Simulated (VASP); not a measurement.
# TiH6 (Pm-3m) in VASP: a series of runs

The runs below take TiH6 through single point, with PBE.

Program: VASP 6.6.1. These are calculated values, not measurements. Logs are shortened: lines on timing, memory, paths and dates and some standing lists are left out, and cuts for length are marked.

**1. The cell of the first run**

Symmetry: Pm-3m, No. 221, cubic system. Conventional cell: a = 3.898 Å, b = 3.898 Å, c = 3.898 Å, α = 90.00°, β = 90.00°, γ = 90.00°. Ti (site symmetry m-3m) has 24 H at 2.87 Å within 3.8 Å. H (site symmetry 4mm) has 5 H at 1.61 to 1.62 Å within 2.1 Å.

**2. Single point, PBE**

Input file INCAR:

```
ALGO = Normal ; EDIFF = 1E-7
ENCUT = 520 ; GGA = PE
ISIF = 2 ; ISMEAR = 0
LASPH = True ; LCHARG = False
LREAL = False ; LWAVE = False
NBANDS = 18 ; NELM = 100
PREC = Accurate ; SIGMA = 0.1
```

Input file KPOINTS:

```
k-points
0
Gamma
  4 4 4
```

Input file POSCAR:

```
TiH6
1.0
    3.8982614100      0.0000000000      0.0000000000
    0.0000000000      3.8982614100      0.0000000000
    0.0000000000      0.0000000000      3.8982614100
Ti H
1 6
Direct
    0.0000000000      0.0000000000      0.0000000000
    0.5000000000      0.5000000000      0.2070000000
    0.5000000000      0.5000000000      0.7930000000
    0.2070000000      0.5000000000      0.5000000000
    0.7930000000      0.5000000000      0.5000000000
    0.5000000000      0.2070000000      0.5000000000
    0.5000000000      0.7930000000      0.5000000000
```

Potentials or basis: VASP PAW PBE potentials, release 64 (Ti_sv, H).

Command:

```console
> cat potpaw_PBE.64/Ti_sv/POTCAR potpaw_PBE.64/H/POTCAR > POTCAR
> mpirun -np 1 vasp_std > vasp.out
```

OUTCAR:

```text
EDIFF = 1E-7
   ENCUT = 520
   GGA = PE
   ISIF = 2
   ISMEAR = 0
   LASPH = True
   LREAL = False
   NELM = 100
   PREC = Accurate

 ion  position               nearest neighbor table
   1  0.000  0.000  0.000-
   2  0.500  0.500  0.207-
   3  0.500  0.500  0.793-
   4  0.207  0.500  0.500-
   5  0.793  0.500  0.500-
   6  0.500  0.207  0.500-
   7  0.500  0.793  0.500-

  LATTYP: Found a simple cubic cell.
 ALAT       =     3.8982614100

  Lattice vectors:

 A1 = (   3.8982614100,   0.0000000000,   0.0000000000)
 A2 = (   0.0000000000,   3.8982614100,   0.0000000000)
 A3 = (   0.0000000000,   0.0000000000,   3.8982614100)

Analysis of symmetry for initial positions (statically):
=====================================================================
 Subroutine PRICEL returns:
 Original cell was already a primitive cell.

 Routine SETGRP: Setting up the symmetry group for a
 simple cubic supercell.

 Subroutine GETGRP returns: Found 48 space group operations
[... 9 lines left out ...]

 Routine SETGRP: Setting up the symmetry group for a
 simple cubic supercell.

 Subroutine GETGRP returns: Found 48 space group operations
[... 11 lines left out ...]
                                     Primitive cell

  volume of cell :      59.2397

  direct lattice vectors                    reciprocal lattice vectors
     3.898261410  0.000000000  0.000000000     0.256524613  0.000000000  0.000000000
     0.000000000  3.898261410  0.000000000     0.000000000  0.256524613  0.000000000
     0.000000000  0.000000000  3.898261410     0.000000000  0.000000000  0.256524613

  length of vectors
     3.898261410  3.898261410  3.898261410     0.256524613  0.256524613  0.256524613

  position of ions in fractional coordinates (direct lattice)
     0.000000000  0.000000000  0.000000000
     0.500000000  0.500000000  0.207000000
     0.500000000  0.500000000  0.793000000
     0.207000000  0.500000000  0.500000000
     0.793000000  0.500000000  0.500000000
     0.500000000  0.207000000  0.500000000
     0.500000000  0.793000000  0.500000000

  ion indices of the primitive-cell ions
   primitive index   ion index
                 1           1
                 2           2
                 3           3
                 4           4
                 5           5
                 6           6
                 7           7

----------------------------------------------------------------------------------------

 KPOINTS: k-points

Automatic generation of k-mesh.
 Grid dimensions read from file:
 generate k-points for:    4    4    4

 Generating k-lattice:

  Cartesian coordinates                     Fractional coordinates (reciprocal lattice)
     0.064131153  0.000000000  0.000000000     0.250000000  0.000000000  0.000000000
     0.000000000  0.064131153  0.000000000     0.000000000  0.250000000  0.000000000
     0.000000000  0.000000000  0.064131153     0.000000000  0.000000000  0.250000000

  Length of vectors
     0.064131153  0.064131153  0.064131153

  Shift w.r.t. Gamma in fractional coordinates (k-lattice)
     0.000000000  0.000000000  0.000000000

 Subroutine IBZKPT returns following result:
 ===========================================

 Found     10 irreducible k-points:

 Following reciprocal coordinates:
            Coordinates               Weight
  0.000000  0.000000  0.000000      1.000000
  0.250000  0.000000  0.000000      6.000000
  0.500000  0.000000  0.000000      3.000000
  0.250000  0.250000  0.000000     12.000000
  0.500000  0.250000  0.000000     12.000000
  0.500000  0.500000  0.000000      3.000000
  0.250000  0.250000  0.250000      8.000000
  0.500000  0.250000  0.250000     12.000000
  0.500000  0.500000  0.250000      6.000000
  0.500000  0.500000  0.500000      1.000000
   k-points           NKPTS =     10   k-points in BZ     NKDIM =     10   number of bands    NBANDS=     18
   number of dos      NEDOS =    301   number of ions     NIONS =      7
   total plane-waves  NPLWV =  27000
   dimension x,y,z NGX =    30 NGY =   30 NGZ =   30
   dimension x,y,z NGXF=    60 NGYF=   60 NGZF=   60
   ions per type =               1   6
   NGX,Y,Z   is equivalent  to a cutoff of  12.79, 12.79, 12.79 a.u.
   NGXF,Y,Z  is equivalent  to a cutoff of  25.59, 25.59, 25.59 a.u.
 SYSTEM =  unknown system
   PREC   = accura    normal or accurate (medium, high low for compatibility)
   ISTART =      0    job   : 0-new  1-cont  2-samecut
   ICHARG =      2    charge: 1-file 2-atom 10-const
   ISPIN  =      1    spin polarized calculation?
   LNONCOLLINEAR =      F non collinear calculations
   LSORBIT =      F    spin-orbit coupling
   LASPH  =      T    aspherical Exc in radial PAW
   ENCUT  =  520.0 eV  38.22 Ry    6.18 a.u.   7.25  7.25  7.25*2*pi/ulx,y,z
   NELM   =    100;   NELMIN=  2; NELMDL= -5     # of ELM steps
   EDIFF  = 0.1E-06   stopping-criterion for ELM
   LREAL  =      F    real-space projection
   EDIFFG = 0.1E-05   stopping-criterion for IOM
   NSW    =      0    number of steps for IOM
   IBRION =     -1    ionic relax: 0-MD 1-quasi-New 2-CG
   NFREE  =      0    steps in history (QN), initial steepest desc. (CG)
   ISIF   =      2    stress and relaxation
   ISYM   =      2    0-nonsym 1-usesym 2-fastsym
   POTIM  = 0.5000    time-step for ionic-motion
   TEBEG  =    0.0;   TEEND  =   0.0 temperature during run
   PSTRESS=    0.0 pullay stress
   NELECT =      18.0000    total number of electrons
   NUPDOWN=      -1.0000    fix difference up-down
   EMIN   =  10.00;   EMAX   =-10.00  energy-range for DOS
   EFERMI =   0.00;   METHOD = LEGACY
   ISMEAR =     0;   SIGMA  =   0.10  broadening in eV -4-tet -1-fermi 0-gaus
   EFERMI_NEDOS =   21; number of points for ismear=-14 and -15
   IALGO  =     38    algorithm
   IMIX   =      4    mixing-type and parameters
     AMIX     =   0.40;   BMIX     =  1.00
     AMIX_MAG =   1.60;   BMIX_MAG =  1.00
  volume/ion in A,a.u.               =       8.46        57.11
  Fermi-wavevector in a.u.,A,eV,Ry     =   1.100596  2.079825 16.480903  1.211312
  Thomas-Fermi vector in A             =   2.237010
   LORBIT       =      0    0 simple, 1 ext, 2 COOP (PROOUT), +10 PAW based schemes
   GGA     = PE    functional components
   LHFCALC =     F    Hartree Fock is set to
   AEXX    =    0.0000 exact exchange contribution
   IVDW    =     0    specifies the selected vdW correction
   LEPSILON=     F    determine dielectric tensor
   LRPA    =     F    only Hartree local field effects (RPA)
 non-spin polarized calculation
 Gauss-broadening in eV      SIGMA  =   0.10
  energy-cutoff  :      520.00
  volume of cell :       59.24
 maximum number of plane-waves:      1628
 NGX is ok and might be reduce to    30
   NGX = 15   NGY = 15   NGZ = 15

 number of electron      17.9999997 magnetization

 Free energy of the ion-electron system (eV)
  ---------------------------------------------------
  ext. energy  EPLUGINS =         0.00000000
  ---------------------------------------------------
  free energy    TOTEN  =       -20.19285916 eV

  energy without entropy =      -20.16421930  energy(sigma->0) =      -20.17853923

 E-fermi :   2.3223     XC(G=0):  -9.0769

 val. band max:        2.2289080378   @ k =   0.5000   0.2500   0.2500
 cond. band min:       2.3495556268   @ k =   0.2500   0.2500   0.2500
 fundamental gap:      0.1206475890
 Fermi energy:         2.3223317370

 k-point     1 :       0.0000    0.0000    0.0000
  band No.  band energies     occupation
      1     -55.7117      2.00000
      2     -31.9503      2.00000
      3     -31.9503      2.00000
      4     -31.9503      2.00000
      5      -8.0666      2.00000
      6       0.3804      2.00000
[... 10 lines left out ...]
     17      11.4610      0.00000
     18      11.4610      0.00000

 k-point     2 :       0.2500    0.0000    0.0000
  band No.  band energies     occupation
      1     -55.7114      2.00000
      2     -31.9575      2.00000
      3     -31.9498      2.00000
      4     -31.9498      2.00000
      5      -7.6284      2.00000
      6      -1.8160      2.00000
[... 10 lines left out ...]
     17       9.2601      0.00000
     18      10.2350      0.00000

 k-point     3 :       0.5000    0.0000    0.0000
  band No.  band energies     occupation
      1     -55.7111      2.00000
      2     -31.9647      2.00000
      3     -31.9493      2.00000
      4     -31.9493      2.00000
      5      -6.9800      2.00000
      6      -3.4722      2.00000
[... 10 lines left out ...]
     17       9.0466      0.00000
     18       9.0466      0.00000

 k-point     4 :       0.2500    0.2500    0.0000
  band No.  band energies     occupation
      1     -55.7111      2.00000
      2     -31.9569      2.00000
      3     -31.9567      2.00000
      4     -31.9492      2.00000
      5      -7.2085      2.00000
      6      -1.5816      2.00000
[... 10 lines left out ...]
     17       8.4764      0.00000
     18       9.6224      0.00000

 k-point     5 :       0.5000    0.2500    0.0000
  band No.  band energies     occupation
      1     -55.7107      2.00000
      2     -31.9639      2.00000
      3     -31.9562      2.00000
      4     -31.9487      2.00000
      5      -6.5940      2.00000
      6      -3.0765      2.00000
[... 10 lines left out ...]
     17       8.7504      0.00000
     18       9.4453      0.00000

 k-point     6 :       0.5000    0.5000    0.0000
  band No.  band energies     occupation
      1     -55.7104      2.00000
      2     -31.9632      2.00000
      3     -31.9632      2.00000
      4     -31.9482      2.00000
      5      -6.0371      2.00000
      6      -2.5504      2.00000
[... 10 lines left out ...]
     17       8.1708      0.00000
     18       9.9491      0.00000

 k-point     7 :       0.2500    0.2500    0.2500
  band No.  band energies     occupation
      1     -55.7107      2.00000
      2     -31.9564      2.00000
      3     -31.9561      2.00000
      4     -31.9561      2.00000
      5      -6.7912      2.00000
      6      -1.4528      2.00000
[... 10 lines left out ...]
     17       7.7847      0.00000
     18       7.7847      0.00000

 k-point     8 :       0.5000    0.2500    0.2500
  band No.  band energies     occupation
      1     -55.7104      2.00000
      2     -31.9632      2.00000
      3     -31.9557      2.00000
      4     -31.9555      2.00000
      5      -6.1746      2.00000
      6      -2.8000      2.00000
[... 10 lines left out ...]
     17       7.2194      0.00000
     18       8.6987      0.00000

 k-point     9 :       0.5000    0.5000    0.2500
  band No.  band energies     occupation
      1     -55.7100      2.00000
      2     -31.9625      2.00000
      3     -31.9625      2.00000
      4     -31.9550      2.00000
      5      -5.5392      2.00000
      6      -2.4767      2.00000
[... 10 lines left out ...]
     17       7.7803      0.00000
     18       9.1978      0.00000

 k-point    10 :       0.5000    0.5000    0.5000
  band No.  band energies     occupation
      1     -55.7097      2.00000
      2     -31.9617      2.00000
      3     -31.9617      2.00000
      4     -31.9617      2.00000
      5      -4.6622      2.00000
      6      -2.4018      2.00000
[... 10 lines left out ...]
     17       6.7184      0.00000
     18      10.0811      0.00000

------------------------ aborting loop because EDIFF is reached ----------------------------------------

  FORCE on cell =-STRESS in cart. coord.  units (eV):
  Direction    XX          YY          ZZ          XY          YZ          ZX
  --------------------------------------------------------------------------------------
  -------------------------------------------------------------------------------------
  Total       -8.2289175     -8.2289175     -8.2289175     -0.0000000      0.0000000      0.0000000
  in kB     -222.5565674   -222.5565674   -222.5565674     -0.0000000      0.0000000      0.0000000
  external PRESSURE =    -222.5565674 kB  Pullay stress =       0.0000000 kB

 VOLUME and BASIS-vectors are now :
 -----------------------------------------------------------------------------
  energy-cutoff  :      520.00
  volume of cell :       59.24
      direct lattice vectors                 reciprocal lattice vectors
     3.898261410  0.000000000  0.000000000     0.256524613  0.000000000  0.000000000
     0.000000000  3.898261410  0.000000000     0.000000000  0.256524613  0.000000000
     0.000000000  0.000000000  3.898261410     0.000000000  0.000000000  0.256524613

 POSITION                                       TOTAL-FORCE (eV/Angst)
 -----------------------------------------------------------------------------------
      0.00000      0.00000      0.00000         0.000000     -0.000000     -0.000000
      1.94913      1.94913      0.80694         0.000000     -0.000000     -0.286065
      1.94913      1.94913      3.09132         0.000000     -0.000000      0.286065
      0.80694      1.94913      1.94913        -0.286065     -0.000000      0.000000
      3.09132      1.94913      1.94913         0.286065     -0.000000      0.000000
      1.94913      0.80694      1.94913         0.000000     -0.286065     -0.000000
      1.94913      3.09132      1.94913         0.000000      0.286065      0.000000
 -----------------------------------------------------------------------------------
    total drift:                                0.000000     -0.000000      0.000000

  FREE ENERGIE OF THE ION-ELECTRON SYSTEM (eV)
  ---------------------------------------------------
  free  energy   TOTEN  =       -20.1928591586 eV

  energy  without entropy=      -20.1642193020  energy(sigma->0) =      -20.17853923
```

Wall time 7.2 s (1 thread of Intel Xeon 6975P-C (Granite Rapids), shared host); peak memory 0.16 GiB.

What came out:

| Property | Result |
| --- | --- |
| Free energy | -20.1929 eV |
| Pressure | -22.3 GPa |
| Largest force | 0.286 eV/Å |
| Band gap on the k mesh | zero (band 9 reaches 3.17 eV, above the bottom of band 10 at 1.91 eV) |

Forces on the atoms (eV/Å):
```
Ti   0.000  0.000  0.000
H    0.000  0.000 -0.286
H    0.000  0.000  0.286
H   -0.286  0.000  0.000
H    0.286  0.000  0.000
H    0.000 -0.286  0.000
H    0.000  0.286  0.000
```

Levels at points of the mesh, in eV from the Fermi level:
| k point | band 7 | band 8 | band 9 | band 10 | band 11 | band 12 |
| --- | --- | --- | --- | --- | --- | --- |
| (0.00, 0.00, 0.00) | -1.94 | -0.18 | -0.18 | -0.18 | 0.59 | 0.59 |
| (0.50, 0.00, 0.00) | -0.80 | -0.80 | -0.46 | -0.42 | 0.64 | 0.79 |
| (0.50, 0.50, 0.00) | -4.87 | -1.00 | 0.19 | 0.21 | 0.21 | 0.75 |
| (0.50, 0.50, 0.50) | -4.72 | -4.72 | 0.84 | 0.84 | 1.31 | 1.31 |

Caveat: the k points lie up to 0.40 Å⁻¹ apart.

[end of part 1 of 2]
